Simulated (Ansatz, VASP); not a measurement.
**GaN in VASP and in Ansatz**

Contents of INCAR:

```
SYSTEM = GaN
PREC     = Accurate       ! precision mode
ENCUT    = 520            ! plane-wave cutoff, eV
EDIFF    = 1E-6           ! SCF threshold, eV
ISMEAR   = -1             ! smearing method
SIGMA    = 0.05           ! smearing width, eV
LREAL    = .FALSE.        ! projectors in reciprocal space
LASPH    = .TRUE.         ! aspherical terms in the spheres
NELM     = 60             ! most SCF steps
ALGO     = Normal         ! electronic algorithm
ISIF     = 2              ! what is computed and relaxed
LWAVE    = .FALSE.        ! write WAVECAR
LCHARG   = .TRUE.         ! write CHGCAR
GGA      = RP             ! functional
IVDW     = 13             ! dispersion correction
LELF     = .TRUE.         ! ELF
LVHAR    = .TRUE.       
NBANDS   = 26             ! bands
```

File KPOINTS:

```
Automatic mesh
0
G
  10 10 5
  0 0 0
```

File POSCAR:

```
GaN
1.0
    3.2218469041      0.0000000000      0.0000000000
   -1.6109234521      2.7902012661      0.0000000000
    0.0000000000      0.0000000000      5.2339814801
Ga N
2 2
Direct
    0.6666666667      0.3333333333      0.5000000000
    0.3333333333      0.6666666667      0.0000000000
    0.6666666667      0.3333333333      0.8750000000
    0.3333333333      0.6666666667      0.3750000000
```

input.yaml

```yaml
crystal:
  lattice:
    - [3.2218469041, 0.0, 0.0]
    - [-1.6109234521, 2.7902012661, 0.0]
    - [0.0, 0.0, 5.2339814801]
  atoms:
    - { symbol: Ga, position: [0.6666666667, 0.3333333333, 0.5] }
    - { symbol: Ga, position: [0.3333333333, 0.6666666667, 0.0] }
    - { symbol: "N", position: [0.6666666667, 0.3333333333, 0.875] }
    - { symbol: "N", position: [0.3333333333, 0.6666666667, 0.375] }
hamiltonian:
  xc: rpbe
  pseudopotentials: { kind: paw }
  dispersion: d4
kpoints:
  mp_grid: { grid: [10, 10, 5] }
scf:
  occupations: { method: fermi_dirac, width: 0.05 }
output:
  forces: true
  stress: true
  eigenvalues: true
  write_density: true
  write_potential: true
  elf: true
  volumetric_format: npy
```

Alike in both runs: task single point; functional RPBE; dispersion D4; k mesh 10 × 10 × 5; occupations fermi-dirac, width 0.05 eV; no spin polarisation.

|  | VASP | Ansatz |
| --- | --- | --- |
| version | VASP 6.6.1 | Ansatz 0.2.0 |
| potentials or method | VASP PAW PBE potentials, release 64 (Ga_d, N) | Ansatz PAW |
| plane-wave cutoff (eV) | 520 | 420 |
| valence electrons in the cell | 36 | 36 |

|  | VASP | Ansatz | Ansatz less VASP |
| --- | --- | --- | --- |
| gap on the k mesh at the Fermi level (eV) | 1.77 | 1.75 | -0.019 |
| least direct gap on the mesh (eV) | 1.77 | 1.75 | -0.019 |
| pressure (GPa) | -7.7 | -7.6 | +0.17 |
| traceless stress, the component that is largest in VASP (GPa) | 1.29 | 1.28 | -0.006 |
| rms of the force components (eV/Å) | 0.067 | 0.070 | +0.0032 |

VASP's potentials were made for PBE, not for RPBE. Atom by atom the forces differ by 0.003 eV/Å (rms over components).

Noted on Ansatz's run: odd divisions of the mesh miss points on the zone boundary, where band edges often lie, so the gap on the mesh can be too wide.
